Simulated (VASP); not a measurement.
# Ag in VASP: relaxation of the atoms with PBEsol

Aim: the relaxation of the atoms of Ag with PBEsol.

All numbers are computed with VASP 6.6.1; they aren't measurements. Logs are shortened: lines on timing, memory, paths and dates and some standing lists are left out, and cuts for length are marked.

## Step 1: The cell of the first run

The cell holds a slab with vacuum, 5 atoms: a = 2.867 Å, b = 2.867 Å, c = 25.363 Å, α = 90.00°, β = 90.00°, γ = 120.00°.

## Step 2: Relaxation of the atoms, PBEsol

Input file INCAR:

```
PREC     = Accurate       # precision mode
ENCUT    = 520            # plane-wave cutoff, eV
EDIFF    = 1E-6           # SCF threshold, eV
ISMEAR   = -1             # smearing method
SIGMA    = 0.1            # smearing width, eV
LREAL    = False          # projectors in reciprocal space
LASPH    = True           # aspherical terms in the spheres
NELM     = 100            # most SCF steps
ALGO     = Normal         # electronic algorithm
ISIF     = 2              # what is computed and relaxed
LWAVE    = False          # write WAVECAR
LCHARG   = False          # write CHGCAR
LDIPOL   = True         
IDIPOL   = 3            
DIPOL    = 0.5 0.5 0.500
GGA      = PS             # functional
IBRION   = 2              # ionic algorithm
NSW      = 32             # ionic steps
EDIFFG   = -0.01          # ionic threshold
KPAR     = 2
```

Input file KPOINTS:

```
Automatic mesh
0
Gamma
  13 13 1
```

Input file POSCAR:

```
Ag
1.0
    2.8669184167      0.0000000000      0.0000000000
   -1.4334592084      2.4828241794      0.0000000000
    0.0000000000      0.0000000000     25.3633000000
Ag
5
Direct
    0.8333333333      0.1666666667      0.3156819872
    0.1666666667      0.8333333333      0.4077268186
    0.5000000000      0.5000000000      0.4999999977
    0.8333333333      0.1666666667      0.5922731805
    0.1666666667      0.8333333333      0.6843180160
```

Potentials or basis: VASP PAW PBE potentials, release 64 (Ag).

On the command line:

```sh
$ cat potpaw_PBE.64/Ag/POTCAR > POTCAR
$ mpirun -np 2 vasp_std > vasp.out
```

OUTCAR:

```text
PREC = Accurate
   ENCUT = 520
   EDIFF = 1E-6
   ISMEAR = -1
   LREAL = False
   LASPH = True
   NELM = 100
   ISIF = 2
   GGA = PS
   IBRION = 2
   NSW = 32
   EDIFFG = -0.01

 ion  position               nearest neighbor table
   1  0.833  0.167  0.316-   2 2.86   2 2.86   2 2.86
   2  0.167  0.833  0.408-   1 2.86   1 2.86   1 2.86   3 2.87   3 2.87   3 2.87
   3  0.500  0.500  0.500-   2 2.87   2 2.87   2 2.87   4 2.87   4 2.87   4 2.87
   4  0.833  0.167  0.592-   5 2.86   5 2.86   5 2.86   3 2.87   3 2.87   3 2.87
   5  0.167  0.833  0.684-   4 2.86   4 2.86   4 2.86

  LATTYP: Found a hexagonal cell.
 ALAT       =     2.8669184167
 C/A-ratio  =     8.8468858591

  Lattice vectors:

 A1 = (   2.8669184167,   0.0000000000,   0.0000000000)
 A2 = (  -1.4334592084,   2.4828241794,   0.0000000000)
 A3 = (   0.0000000000,   0.0000000000,  25.3633000000)

Analysis of symmetry for initial positions (statically):
=====================================================================
 Subroutine PRICEL returns:
 Original cell was already a primitive cell.

 Routine SETGRP: Setting up the symmetry group for a
 hexagonal supercell.

 Subroutine GETGRP returns: Found 12 space group operations
 (whereof  4 operations were pure point group operations)
 out of a pool of 24 trial point group operations.

The static configuration has the point symmetry C_2h.
 The point group associated with its full space group is D_3d.

Analysis of symmetry for dynamics (positions and initial velocities):
=====================================================================
 Subroutine PRICEL returns:
 Original cell was already a primitive cell.

 Routine SETGRP: Setting up the symmetry group for a
 hexagonal supercell.

 Subroutine GETGRP returns: Found 12 space group operations
 (whereof  4 operations were pure point group operations)
 out of a pool of 24 trial point group operations.

The dynamic configuration has the point symmetry C_2h.
 The point group associated with its full space group is D_3d.

 Subroutine INISYM returns: Found 12 space group operations
 (whereof  4 operations are pure point group operations),
 and found     1 'primitive' translations

----------------------------------------------------------------------------------------

                                     Primitive cell

  volume of cell :     180.5373

  direct lattice vectors                    reciprocal lattice vectors
     2.866918417  0.000000000  0.000000000     0.348806577  0.201383571  0.000000000
    -1.433459208  2.482824179  0.000000000     0.000000000  0.402767142  0.000000000
     0.000000000  0.000000000 25.363300000     0.000000000  0.000000000  0.039427046

  length of vectors
     2.866918417  2.866918417 25.363300000     0.402767142  0.402767142  0.039427046

  position of ions in fractional coordinates (direct lattice)
     0.833333333  0.166666667  0.315681987
     0.166666667  0.833333333  0.407726819
     0.500000000  0.500000000  0.499999998
     0.833333333  0.166666667  0.592273181
     0.166666667  0.833333333  0.684318016

  ion indices of the primitive-cell ions
   primitive index   ion index
                 1           1
                 2           2
                 3           3
                 4           4
                 5           5

----------------------------------------------------------------------------------------

 KPOINTS: Automatic mesh

Automatic generation of k-mesh.
 Grid dimensions read from file:
 generate k-points for:   13   13    1

 Generating k-lattice:

  Cartesian coordinates                     Fractional coordinates (reciprocal lattice)
     0.026831275  0.015491044  0.000000000     0.076923077  0.000000000  0.000000000
     0.000000000  0.030982088  0.000000000     0.000000000  0.076923077  0.000000000
     0.000000000  0.000000000  0.039427046     0.000000000  0.000000000  1.000000000

  Length of vectors
     0.030982088  0.030982088  0.039427046

  Shift w.r.t. Gamma in fractional coordinates (k-lattice)
     0.000000000  0.000000000  0.000000000

 Subroutine IBZKPT returns following result:
 ===========================================

 Found     21 irreducible k-points:

 Following reciprocal coordinates:
            Coordinates               Weight
  0.000000  0.000000  0.000000      1.000000
  0.076923 -0.000000  0.000000      6.000000
  0.153846 -0.000000  0.000000      6.000000
  0.230769  0.000000  0.000000      6.000000
  0.307692 -0.000000  0.000000      6.000000
  0.384615  0.000000  0.000000      6.000000
[... 13 lines left out ...]
  0.384615  0.230769  0.000000      6.000000
  0.307692  0.307692  0.000000      6.000000
   k-points           NKPTS =     21   k-points in BZ     NKDIM =     21   number of bands    NBANDS=     33
   number of dos      NEDOS =    301   number of ions     NIONS =      5
   total plane-waves  NPLWV = 110592
   dimension x,y,z NGX =    24 NGY =   24 NGZ =  192
   dimension x,y,z NGXF=    48 NGYF=   48 NGZF=  384
   ions per type =               5
   NGX,Y,Z   is equivalent  to a cutoff of  13.92, 13.92, 12.58 a.u.
   NGXF,Y,Z  is equivalent  to a cutoff of  27.83, 27.83, 25.17 a.u.
 SYSTEM =  unknown system
   PREC   = accura    normal or accurate (medium, high low for compatibility)
   ISTART =      0    job   : 0-new  1-cont  2-samecut
   ICHARG =      2    charge: 1-file 2-atom 10-const
   ISPIN  =      1    spin polarized calculation?
   LNONCOLLINEAR =      F non collinear calculations
   LSORBIT =      F    spin-orbit coupling
   LASPH  =      T    aspherical Exc in radial PAW
   ENCUT  =  520.0 eV  38.22 Ry    6.18 a.u.   5.33  5.33 47.16*2*pi/ulx,y,z
   NELM   =    100;   NELMIN=  2; NELMDL= -5     # of ELM steps
   EDIFF  = 0.1E-05   stopping-criterion for ELM
   LREAL  =      F    real-space projection
   EDIFFG = -.1E-01   stopping-criterion for IOM
   NSW    =     32    number of steps for IOM
   IBRION =      2    ionic relax: 0-MD 1-quasi-New 2-CG
   NFREE  =      1    steps in history (QN), initial steepest desc. (CG)
   ISIF   =      2    stress and relaxation
   ISYM   =      2    0-nonsym 1-usesym 2-fastsym
   POTIM  = 0.5000    time-step for ionic-motion
   TEBEG  =    0.0;   TEEND  =   0.0 temperature during run
   PSTRESS=    0.0 pullay stress
   NELECT =      55.0000    total number of electrons
   NUPDOWN=      -1.0000    fix difference up-down
   EMIN   =  10.00;   EMAX   =-10.00  energy-range for DOS
   EFERMI =   0.00;   METHOD = LEGACY
   ISMEAR =    -1;   SIGMA  =   0.10  broadening in eV -4-tet -1-fermi 0-gaus
   EFERMI_NEDOS =   21; number of points for ismear=-14 and -15
   IALGO  =     38    algorithm
   IMIX   =      4    mixing-type and parameters
     AMIX     =   0.40;   BMIX     =  1.00
     AMIX_MAG =   1.60;   BMIX_MAG =  1.00
  volume/ion in A,a.u.               =      36.11       243.67
  Fermi-wavevector in a.u.,A,eV,Ry     =   1.101556  2.081640 16.509668  1.213426
  Thomas-Fermi vector in A             =   2.237985
   LORBIT       =      0    0 simple, 1 ext, 2 COOP (PROOUT), +10 PAW based schemes
   GGA     = PS    functional components
   LHFCALC =     F    Hartree Fock is set to
   AEXX    =    0.0000 exact exchange contribution
   IVDW    =     0    specifies the selected vdW correction
   LEPSILON=     F    determine dielectric tensor
   LRPA    =     F    only Hartree local field effects (RPA)
 conjugate gradient relaxation of ions
 non-spin polarized calculation
  energy-cutoff  :      520.00
  volume of cell :      180.54
 maximum number of plane-waves:      4907
 NGX is ok and might be reduce to    24
   NGX = 11   NGY = 11   NGZ = 95

 number of electron      54.9999988 magnetization

 dipolmoment           0.000000      0.000000      0.000001 electrons x Angstroem

 Free energy of the ion-electron system (eV)
  ---------------------------------------------------
  ext. energy  EPLUGINS =         0.00000000
  ---------------------------------------------------
  free energy    TOTEN  =       -15.69572714 eV

  energy without entropy =      -15.65349238  energy(sigma->0) =      -15.67460976

 E-fermi :   1.5707     XC(G=0):  -6.4486

 val. band max:        1.5242516181   @ k =   0.4615  -0.0000   0.0000
 cond. band min:       1.5729965278   @ k =   0.0000   0.0000   0.0000
 fundamental gap:      0.0487449098
 Fermi energy:         1.5707039554

 k-point     1 :       0.0000    0.0000    0.0000
  band No.  band energies     occupation
      1      -6.3210      2.00000
      2      -5.5920      2.00000
      3      -5.1046      2.00000
      4      -4.8192      2.00000
      5      -4.8074      2.00000
      6      -3.4548      2.00000
[... 25 lines left out ...]
     32       5.6514      0.00000
     33       6.0866      0.00000

 k-point     2 :       0.0769   -0.0000    0.0000
  band No.  band energies     occupation
      1      -6.1567      2.00000
      2      -5.4354      2.00000
      3      -4.9864      2.00000
      4      -4.6907      2.00000
      5      -4.6822      2.00000
      6      -3.5419      2.00000
[... 25 lines left out ...]
     32       5.7683      0.00000
     33       6.2301      0.00000

 k-point     3 :       0.1538   -0.0000    0.0000
  band No.  band energies     occupation
      1      -5.7006      2.00000
      2      -5.0280      2.00000
      3      -4.7007      2.00000
      4      -4.4189      2.00000
      5      -4.3306      2.00000
      6      -3.7719      2.00000
[... 25 lines left out ...]
     32       6.1135      0.00000
     33       6.6611      0.00000

 k-point     4 :       0.2308    0.0000    0.0000
  band No.  band energies     occupation
      1      -5.1254      2.00000
      2      -4.6663      2.00000
      3      -4.5324      2.00000
      4      -4.2440      2.00000
      5      -4.1375      2.00000
      6      -3.9793      2.00000
[... 25 lines left out ...]
     32       6.6853      0.00000
     33       7.3785      0.00000

 k-point     5 :       0.3077   -0.0000    0.0000
  band No.  band energies     occupation
      1      -4.8472      2.00000
      2      -4.7115      2.00000
      3      -4.5645      2.00000
      4      -4.4662      2.00000
      5      -4.2772      2.00000
      6      -4.1005      2.00000
[... 496 lines left out ...]
 k-point    19 :       0.3077    0.2308    0.0000
  band No.  band energies     occupation
      1      -4.5684      2.00000
      2      -4.4475      2.00000
      3      -4.3143      2.00000
      4      -4.1746      2.00000
      5      -4.0576      2.00000
      6      -3.9987      2.00000
[... 25 lines left out ...]
     32       7.0477      0.00000
     33       7.7173      0.00000

 k-point    20 :       0.3846    0.2308    0.0000
  band No.  band energies     occupation
      1      -4.6079      2.00000
      2      -4.4094      2.00000
      3      -4.2942      2.00000
      4      -4.2286      2.00000
      5      -4.0846      2.00000
      6      -4.0128      2.00000
[... 25 lines left out ...]
     32       6.8418      0.00000
     33       7.3409      0.00000

 k-point    21 :       0.3077    0.3077    0.0000
  band No.  band energies     occupation
      1      -4.4076      2.00000
      2      -4.3835      2.00000
      3      -4.1771      2.00000
      4      -4.1282      2.00000
      5      -3.9465      2.00000
      6      -3.9329      2.00000
[... 25 lines left out ...]
     32       6.3781      0.00000
     33       6.7876      0.00000

------------------------ aborting loop because EDIFF is reached ----------------------------------------

 vacuum level on the upper side and lower side of the slab       (xc-potential included)        -0.162        -0.162

  FORCE on cell =-STRESS in cart. coord.  units (eV):
  Direction    XX          YY          ZZ          XY          YZ          ZX
  --------------------------------------------------------------------------------------
  -------------------------------------------------------------------------------------
  Total       -1.5117031     -1.5117031     -0.1098224      0.0000000     -0.0000000      0.0000000
  in kB      -13.4155976    -13.4155976     -0.9746177      0.0000000     -0.0000000      0.0000000
  external PRESSURE =      -9.2686043 kB  Pullay stress =       0.0000000 kB

 VOLUME and BASIS-vectors are now :
 -----------------------------------------------------------------------------
  energy-cutoff  :      520.00
  volume of cell :      180.54
      direct lattice vectors                 reciprocal lattice vectors
     2.866918417  0.000000000  0.000000000     0.348806577  0.201383571  0.000000000
    -1.433459208  2.482824179  0.000000000     0.000000000  0.402767142  0.000000000
     0.000000000  0.000000000 25.363300000     0.000000000  0.000000000  0.039427046

 POSITION                                       TOTAL-FORCE (eV/Angst)
 -----------------------------------------------------------------------------------
      2.15019      0.41380      8.00674         0.000000     -0.000000      0.006313
     -0.71673      2.06902     10.34130        -0.000000      0.000000     -0.000272
      0.71673      1.24141     12.68165        -0.000000     -0.000000      0.000000
      2.15019      0.41380     15.02200         0.000000     -0.000000      0.000272
     -0.71673      2.06902     17.35656        -0.000000      0.000000     -0.006313
 -----------------------------------------------------------------------------------
    total drift:                                0.000000     -0.000000      0.000128

  FREE ENERGIE OF THE ION-ELECTRON SYSTEM (eV)
  ---------------------------------------------------
  free  energy   TOTEN  =       -15.6957271441 eV

  energy  without entropy=      -15.6534923794  energy(sigma->0) =      -15.67460976

 reached required accuracy - stopping structural energy minimisation

 vacuum level on the upper side and lower side of the slab         6.020         6.020
```

It took 2.1 min on 2 MPI ranks of AMD EPYC 7R13 (Zen 3), shared host; peak memory 0.33 GiB.

What came out:

| Item | Value |
| --- | --- |
| Free energy | -15.6957 eV |
| Largest force after relaxing | 0.006 eV/Å |
| Band gap on the k mesh | zero (an odd number of electrons rules out a gap without spin polarisation) |

Forces on the atoms (eV/Å):
```
Ag   0.000  0.000  0.006
Ag   0.000  0.000  0.000
Ag   0.000  0.000  0.000
Ag   0.000  0.000  0.000
Ag   0.000  0.000 -0.006
```

Final structure:
```xyz
5
Lattice="2.8669 0.0000 0.0000 -1.4335 2.4828 0.0000 0.0000 0.0000 25.3633" Properties=species:S:1:pos:R:3 pbc="T T T"
Ag    2.1502    0.4138    8.0067
Ag   -0.7167    2.0690   10.3413
Ag    0.7167    1.2414   12.6816
Ag    2.1502    0.4138   15.0220
Ag   -0.7167    2.0690   17.3566
```

Caveat: the relaxation stopped at its first step, so nothing moved; the PAW data sets were made with another functional, which shifts forces and pressure a little.

The gap in the log of VASP goes by the Fermi energy; the results here count the filled bands.